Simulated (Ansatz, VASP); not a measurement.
# ScSi2O3 in VASP and in Ansatz

```xyz
6
Lattice="3.2102 0.0000 0.0000 0.0000 3.2102 0.0000 0.0000 0.0000 7.8612" Properties=species:S:1:pos:R:3 pbc="T T T"
Sc    0.0000    0.0000    3.8172
Si    1.6051    1.6051    6.7934
Si    0.0000    0.0000    1.0438
O     1.6051    0.0000    0.1712
O     0.0000    1.6051    0.1712
O     1.6051    1.6051    3.7256
```

Change from the starting cell: species swapped into the Zr2As3Se type (P4mm, No. 99).

Alike in both runs: task relaxation of cell and atoms; functional PBE; k mesh 12 × 12 × 6; occupations gaussian, width 0.1 eV; no spin polarisation.

|  | VASP | Ansatz |
| --- | --- | --- |
| version | VASP 6.6.1 | Ansatz 0.2.0 |
| potentials or method | VASP PAW PBE potentials, release 64 (Sc_sv, Si, O), cutoff 600 eV | scalar-relativistic, plane waves, PAW |
| valence electrons in the cell | 37 | 37 |

Ansatz gave:

```
gap on the k mesh at the Fermi level, each at its own relaxed structure (eV) : none
relaxed volume (Å³/atom)                                                     : 13.52
relaxed cell length with the largest relative difference (Å)                 : 7.887
```

Problem. Which values does VASP return?

Solution. gap on the k mesh at the Fermi level, each at its own relaxed structure (eV): none; relaxed volume (Å³/atom): 13.49; relaxed cell length with the largest relative difference (Å): 7.864.

A gap of «none» marks a metal or a gap that the smearing closes.
